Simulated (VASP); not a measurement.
**AlIn7: single point with PBE**

AlIn7:

```
CELL_PARAMETERS angstrom
0.00000 5.57088 5.57088
5.57088 0.00000 5.57088
5.57088 5.57088 0.00000
ATOMIC_POSITIONS crystal
Al 0.50000 0.50000 0.50000
In 0.25752 0.74248 0.74248
In 0.74248 0.25752 0.25752
In 0.74248 0.25752 0.74248
In 0.25752 0.74248 0.25752
In 0.74248 0.74248 0.25752
In 0.25752 0.25752 0.74248
In 0.00000 0.00000 0.00000
```

The cell was built from a structure type or drawn by symmetry, and may not be a known phase.

```
Program                : VASP 6.6.1
Task                   : single point
Functional             : PBE
Potentials or basis    : VASP PAW PBE potentials, release 64 (Al, In_d)
Cutoff                 : 520 eV
k mesh                 : 3 × 3 × 3
Occupations            : gaussian, width 0.2 eV
Spin                   : no spin polarisation
Dipole correction      : no
Further INCAR settings : ALGO = Normal; EDIFF = 1e-07; NBANDS = 57
```

```
Pressure               : 0.3 GPa
Largest force          : 0.035 eV/Å
Band gap on the k mesh : zero (bands 47 and 48 overlap by 0.95 eV)
```

Forces on the atoms (eV/Å):
```
Al   0.000  0.000  0.000
In  -0.035  0.000  0.000
In   0.035  0.000  0.000
In   0.000 -0.035  0.000
In   0.000  0.035  0.000
In   0.000  0.000 -0.035
In   0.000  0.000  0.035
In   0.000  0.000  0.000
```

Levels at points of the mesh, in eV from the Fermi level:
```tsv
k point	band 44	band 45	band 46	band 47	band 48	band 49	band 50	band 51
(0.00, 0.00, 0.00)	-2.31	-2.31	-0.88	-0.88	-0.88	-0.39	2.86	2.86
```

Run time: 82 s on 1 thread of Intel(R) Xeon(R) Platinum 8488C (Sapphire Rapids), on a shared host, peak memory 0.5 GiB.

Caveat: spin-orbit coupling is left out, which moves the levels of the heavy elements.
